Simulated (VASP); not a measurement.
# Ge (P6_3/mmc) in VASP: notebook

Ge is run at these levels: PBEsol; tasks: single point.

All numbers are computed with VASP 6.6.1; they aren't measurements. Logs are shortened: lines on timing, memory, paths and dates and some standing lists are left out, and cuts for length are marked.

### 1 The cell of the first run

Symmetry: P6_3/mmc, No. 194, hexagonal system. The conventional cell has a = 3.918 Å, b = 3.918 Å, c = 6.599 Å, α = 90.00°, β = 90.00°, γ = 120.00°. Within 3.2 Å of Ge (site symmetry 3m) lie 4 Ge at 2.41 to 2.47 Å.

This isn't the form of Ge at room conditions, which is diamond.

### 2 Single point, PBEsol (equal xx and yy strain of -2 %)

Input file INCAR:

```
ALGO     = Normal         # electronic algorithm
EDIFF    = 1E-7           # SCF threshold, eV
ENCUT    = 520            # plane-wave cutoff, eV
GGA      = PS             # functional
ISIF     = 2              # what is computed and relaxed
ISMEAR   = -1             # smearing method
LASPH    = T              # aspherical terms in the spheres
LCHARG   = T              # write CHGCAR
LELF     = T              # ELF
LREAL    = F              # projectors in reciprocal space
LVHAR    = T            
LWAVE    = F              # write WAVECAR
NBANDS   = 36             # bands
NELM     = 60             # most SCF steps
PREC     = Accurate       # precision mode
SIGMA    = 0.05           # smearing width, eV
```

Input file KPOINTS:

```
k-points
0
Gamma
  11 11 6
```

Input file POSCAR:

```
Ge
1.0
    3.9176341263      0.0000000000      0.0000000000
   -1.9588170631      3.3927706761      0.0000000000
    0.0000000000      0.0000000000      6.5993779500
Ge
4
Direct
    0.6666666667      0.3333333333      0.0629012500
    0.3333333333      0.6666666667      0.5629012500
    0.6666666667      0.3333333333      0.4370987500
    0.3333333333      0.6666666667      0.9370987500
```

Potentials or basis: VASP PAW PBE potentials, release 64 (Ge_d).

Run with:

```
$ cat potpaw_PBE.64/Ge_d/POTCAR > POTCAR
$ mpirun -np 1 vasp_std > vasp.out
```

OUTCAR:

```text
EDIFF = 1E-7
   ENCUT = 520
   GGA = PS
   ISIF = 2
   ISMEAR = -1
   LASPH = T
   LREAL = F
   NELM = 60
   PREC = Accurate

 ion  position               nearest neighbor table
   1  0.667  0.333  0.063-   4 2.41   4 2.41   4 2.41   3 2.47
   2  0.333  0.667  0.563-   3 2.41   3 2.41   3 2.41   4 2.47
   3  0.667  0.333  0.437-   2 2.41   2 2.41   2 2.41   1 2.47
   4  0.333  0.667  0.937-   1 2.41   1 2.41   1 2.41   2 2.47

  LATTYP: Found a hexagonal cell.
 ALAT       =     3.9176341263
 C/A-ratio  =     1.6845314640

  Lattice vectors:

 A1 = (   3.9176341263,   0.0000000000,   0.0000000000)
 A2 = (  -1.9588170631,   3.3927706761,   0.0000000000)
 A3 = (   0.0000000000,   0.0000000000,   6.5993779500)

Analysis of symmetry for initial positions (statically):
=====================================================================
 Subroutine PRICEL returns:
 Original cell was already a primitive cell.

 Routine SETGRP: Setting up the symmetry group for a
 hexagonal supercell.

 Subroutine GETGRP returns: Found 24 space group operations
 (whereof 12 operations were pure point group operations)
 out of a pool of 24 trial point group operations.

The static configuration has the point symmetry D_3d.
 The point group associated with its full space group is D_6h.

Analysis of symmetry for dynamics (positions and initial velocities):
=====================================================================
 Subroutine PRICEL returns:
 Original cell was already a primitive cell.

 Routine SETGRP: Setting up the symmetry group for a
 hexagonal supercell.

 Subroutine GETGRP returns: Found 24 space group operations
 (whereof 12 operations were pure point group operations)
 out of a pool of 24 trial point group operations.

The dynamic configuration has the point symmetry D_3d.
 The point group associated with its full space group is D_6h.

 Subroutine INISYM returns: Found 24 space group operations
 (whereof 12 operations are pure point group operations),
 and found     1 'primitive' translations

----------------------------------------------------------------------------------------

                                     Primitive cell

  volume of cell :      87.7165

  direct lattice vectors                    reciprocal lattice vectors
[... 83 lines left out ...]
   ISTART =      0    job   : 0-new  1-cont  2-samecut
   ICHARG =      2    charge: 1-file 2-atom 10-const
   ISPIN  =      1    spin polarized calculation?
   LNONCOLLINEAR =      F non collinear calculations
   LSORBIT =      F    spin-orbit coupling
   LASPH  =      T    aspherical Exc in radial PAW
   ENCUT  =  520.0 eV  38.22 Ry    6.18 a.u.   7.28  7.28 12.27*2*pi/ulx,y,z
   NELM   =     60;   NELMIN=  2; NELMDL= -5     # of ELM steps
   EDIFF  = 0.1E-06   stopping-criterion for ELM
   LREAL  =      F    real-space projection
   EDIFFG = 0.1E-05   stopping-criterion for IOM
   NSW    =      0    number of steps for IOM
   IBRION =     -1    ionic relax: 0-MD 1-quasi-New 2-CG
   NFREE  =      0    steps in history (QN), initial steepest desc. (CG)
   ISIF   =      2    stress and relaxation
   ISYM   =      2    0-nonsym 1-usesym 2-fastsym
   POTIM  = 0.5000    time-step for ionic-motion
   TEBEG  =    0.0;   TEEND  =   0.0 temperature during run
   PSTRESS=    0.0 pullay stress
   NELECT =      56.0000    total number of electrons
   NUPDOWN=      -1.0000    fix difference up-down
   EMIN   =  10.00;   EMAX   =-10.00  energy-range for DOS
   EFERMI =   0.00;   METHOD = LEGACY
   ISMEAR =    -1;   SIGMA  =   0.05  broadening in eV -4-tet -1-fermi 0-gaus
   EFERMI_NEDOS =   21; number of points for ismear=-14 and -15
   IALGO  =     38    algorithm
   IMIX   =      4    mixing-type and parameters
     AMIX     =   0.40;   BMIX     =  1.00
     AMIX_MAG =   1.60;   BMIX_MAG =  1.00
  volume/ion in A,a.u.               =      21.93       147.99
  Fermi-wavevector in a.u.,A,eV,Ry     =   1.409647  2.663847 27.036201  1.987105
  Thomas-Fermi vector in A             =   2.531682
   LORBIT       =      0    0 simple, 1 ext, 2 COOP (PROOUT), +10 PAW based schemes
   GGA     = PS    functional components
   LHFCALC =     F    Hartree Fock is set to
   AEXX    =    0.0000 exact exchange contribution
   IVDW    =     0    specifies the selected vdW correction
   LEPSILON=     F    determine dielectric tensor
   LRPA    =     F    only Hartree local field effects (RPA)
 non-spin polarized calculation
  energy-cutoff  :      520.00
  volume of cell :       87.72
 maximum number of plane-waves:      2394
 NGX is ok and might be reduce to    30
   NGX = 15   NGY = 15   NGZ = 25

 number of electron      55.9999996 magnetization

 Free energy of the ion-electron system (eV)
  ---------------------------------------------------
  ext. energy  EPLUGINS =         0.00000000
  ---------------------------------------------------
  free energy    TOTEN  =       -19.63928903 eV

  energy without entropy =      -19.63802760  energy(sigma->0) =      -19.63865831

 E-fermi :   5.3330     XC(G=0): -10.2774

 val. band max:        5.1904785833   @ k =   0.0000   0.0000   0.1667
 cond. band min:       5.3615947876   @ k =   0.0000   0.0000   0.0000
 fundamental gap:      0.1711162042
 Fermi energy:         5.3330186747

 k-point     1 :       0.0000    0.0000    0.0000
  band No.  band energies     occupation
      1     -19.6860      2.00000
      2     -19.6860      2.00000
      3     -19.6472      2.00000
      4     -19.6472      2.00000
      5     -19.6232      2.00000
      6     -19.6147      2.00000
[... 925 lines left out ...]
     35      11.3343      0.00000
     36      12.0938      0.00000

 [... further k-points ...]
[... 5 lines left out ...]
  --------------------------------------------------------------------------------------
  -------------------------------------------------------------------------------------
  Total        2.3074869      2.3074869      0.1539812      0.0000000      0.0000000     -0.0000000
  in kB       42.1471724     42.1471724      2.8125276      0.0000000      0.0000000     -0.0000000
  external PRESSURE =      29.0356242 kB  Pullay stress =       0.0000000 kB

 VOLUME and BASIS-vectors are now :
 -----------------------------------------------------------------------------
  energy-cutoff  :      520.00
  volume of cell :       87.72
      direct lattice vectors                 reciprocal lattice vectors
     3.917634126  0.000000000  0.000000000     0.255256098  0.147372177  0.000000000
    -1.958817063  3.392770676  0.000000000     0.000000000  0.294744354  0.000000000
     0.000000000  0.000000000  6.599377950     0.000000000  0.000000000  0.151529433

 POSITION                                       TOTAL-FORCE (eV/Angst)
 -----------------------------------------------------------------------------------
      1.95882      1.13092      0.41511         0.000000      0.000000      0.222894
     -0.00000      2.26185      3.71480        -0.000000     -0.000000      0.222894
      1.95882      1.13092      2.88458         0.000000      0.000000     -0.222894
     -0.00000      2.26185      6.18427        -0.000000     -0.000000     -0.222894
 -----------------------------------------------------------------------------------
    total drift:                               -0.000000      0.000000      0.000000

  FREE ENERGIE OF THE ION-ELECTRON SYSTEM (eV)
  ---------------------------------------------------
  free  energy   TOTEN  =       -19.6392890263 eV

  energy  without entropy=      -19.6380275993  energy(sigma->0) =      -19.63865831
```

OSZICAR:

```text
N       E                     dE             d eps       ncg     rms          rms(c)
DAV:   1     0.490239269492E+03    0.49024E+03   -0.28184E+04  5348   0.433E+03
DAV:   2     0.652411725105E+02   -0.42500E+03   -0.41358E+03  4608   0.806E+02
DAV:   3    -0.154027195314E+02   -0.80644E+02   -0.79385E+02  5040   0.206E+02
DAV:   4    -0.198879093226E+02   -0.44852E+01   -0.44688E+01  5368   0.569E+01
DAV:   5    -0.199779340591E+02   -0.90025E-01   -0.90000E-01  5220   0.894E+00    0.485E+00
DAV:   6    -0.197462361342E+02    0.23170E+00   -0.10531E-01  5352   0.282E+00    0.275E+00
DAV:   7    -0.196364716107E+02    0.10976E+00   -0.16169E-01  4936   0.284E+00    0.216E-01
DAV:   8    -0.196387788296E+02   -0.23072E-02   -0.17267E-02  5204   0.129E+00    0.111E-01
DAV:   9    -0.196392375586E+02   -0.45873E-03   -0.58835E-04  5244   0.151E-01    0.373E-02
DAV:  10    -0.196392798351E+02   -0.42276E-04   -0.81348E-05  5896   0.109E-01    0.120E-02
DAV:  11    -0.196392882448E+02   -0.84097E-05   -0.11895E-05  5068   0.200E-02    0.277E-03
DAV:  12    -0.196392890416E+02   -0.79681E-06   -0.16381E-06  4556   0.796E-03    0.952E-04
DAV:  13    -0.196392890263E+02    0.15292E-07   -0.18832E-07  3924   0.437E-03
   1 F= -.19639289E+02 E0= -.19638658E+02  d E =-.126143E-02
```

It took 2.8 min on 1 thread of Intel Xeon Platinum 8488C (Sapphire Rapids), shared host; peak memory 0.28 GiB.

What came out:

```yaml
Free_energy: -19.6393 eV
Pressure: 2.9 GPa
Largest_force: 0.223 eV/Å
```

Forces in eV/Å, atoms in the order of the input:
```
Ge   0.000  0.000  0.223
Ge   0.000  0.000  0.223
Ge   0.000  0.000 -0.223
Ge   0.000  0.000 -0.223
```

Stress tensor (GPa, compression positive):
```
4.21 0.00 0.00
0.00 4.21 0.00
0.00 0.00 0.28
```

Levels at points of the mesh, in eV from the Fermi level:
```csv
k point,band 26,band 27,band 28,band 29,band 30,band 31
"(0.00, 0.00, 0.00)",-0.30,0.03,0.03,0.07,0.14,2.26
"(0.00, 0.00, 0.50)",-0.93,-0.93,-0.93,0.81,0.81,3.34
```

Caveat: the cell differs from its parent crystal (equal xx and yy strain of -2 %); the PAW data sets were made with another functional, which shifts forces and pressure a little.

### 3 Single point, PBEsol (equal xx and yy strain of +1 %)

Input file INCAR:

```
  PREC = Accurate
  ENCUT = 520
  EDIFF = 1E-6
  ISMEAR = -1
  SIGMA = 0.05
  LREAL = False
  LASPH = True
  NELM = 100
  ALGO = Normal
  ISIF = 2
  LWAVE = False
  LCHARG = False
  GGA = PS
  NBANDS = 36
```

Input file KPOINTS:

```
regular mesh
0
Gamma
  11 11 6
```

Changes to POSCAR since step 2:

```diff
@@ -2,4 +2,4 @@
 1.0
-    3.9176341263      0.0000000000      0.0000000000
-   -1.9588170631      3.3927706761      0.0000000000
+    4.0375617016      0.0000000000      0.0000000000
+   -2.0187808508      3.4966310029      0.0000000000
     0.0000000000      0.0000000000      6.5993779500
```

Potentials or basis: VASP PAW PBE potentials, release 64 (Ge_d).

Run with:

```
$ cat potpaw_PBE.64/Ge_d/POTCAR > POTCAR
$ mpirun -np 1 vasp_std > vasp.out
```

Wall time 1.9 min (1 thread of Intel Xeon Platinum 8488C (Sapphire Rapids), shared host); peak memory 0.29 GiB.

Results (log left out):

| Item | Value |
| --- | --- |
| Free energy | -19.6732 eV |
| Pressure | -1.4 GPa |
| Largest force | 0.094 eV/Å |
| Band gap on the k mesh | zero (filled and empty bands touch) |

Forces in eV/Å, atoms in the order of the input:
```
Ge   0.000  0.000 -0.094
Ge   0.000  0.000 -0.094
Ge   0.000  0.000  0.094
Ge   0.000  0.000  0.094
```

Stress tensor (GPa, compression positive):
```
-1.92  0.00  0.00
 0.00 -1.92  0.00
 0.00  0.00 -0.38
```

Levels at points of the mesh, in eV from the Fermi level:
```csv
k point,band 25,band 26,band 27,band 28,band 29,band 30,band 31,band 32
"(0.00, 0.00, 0.00)",-1.50,-0.27,-0.20,-0.15,0.12,0.12,2.19,2.19
"(0.00, 0.00, 0.50)",-0.87,-0.87,-0.87,-0.87,0.52,0.52,3.30,3.30
```

Caveat: the cell differs from its parent crystal (equal xx and yy strain of +1 %); semilocal functionals underestimate gaps, so a narrow gap can read as zero; the PAW data sets were made with another functional, which shifts forces and pressure a little.

[end of part 1 of 2]
